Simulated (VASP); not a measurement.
Crystal: LiH.

```xyz
2
Lattice="0.0000 1.9985 1.9985 1.9985 0.0000 1.9985 1.9985 1.9985 0.0000" Properties=species:S:1:pos:R:3 pbc="T T T"
Li    0.0000    0.0000    0.0000
H     1.9985    1.9985    1.9985
```

Base run:

| Property | Result |
| --- | --- |
| Program | VASP 6.6.1 |
| Functional | PBE |
| Potentials or basis | VASP PAW PBE potentials, release 64 (Li_sv, H) |
| Cutoff | 520 eV |
| k mesh | 8 × 8 × 8 |
| Occupations | gaussian, width 0.01 eV |
| Spin | no spin polarisation |

Its results: band gap on the k mesh 2.97 eV, direct.

Q: After a change of settings the same cell gave: band gap on the k mesh 3.58 eV, direct. Which change was it?
A. further incar settings from ALGO = Normal; EDIFF = 1e-06; NBANDS = 9 to ALGO = Normal; EDIFF = 1e-07; NBANDS = 9
B. functional from PBE to r2SCAN
C. functional from PBE to PBE-based screened hybrid; k mesh from 8 × 8 × 8 to 6 × 6 × 6
D. cutoff from 520 eV to 750 eV; k mesh from 8 × 8 × 8 to 4 × 4 × 4

A: B.

r2SCAN gives the wider gap, since meta-GGAs in the generalised Kohn-Sham scheme recover part of the derivative discontinuity.
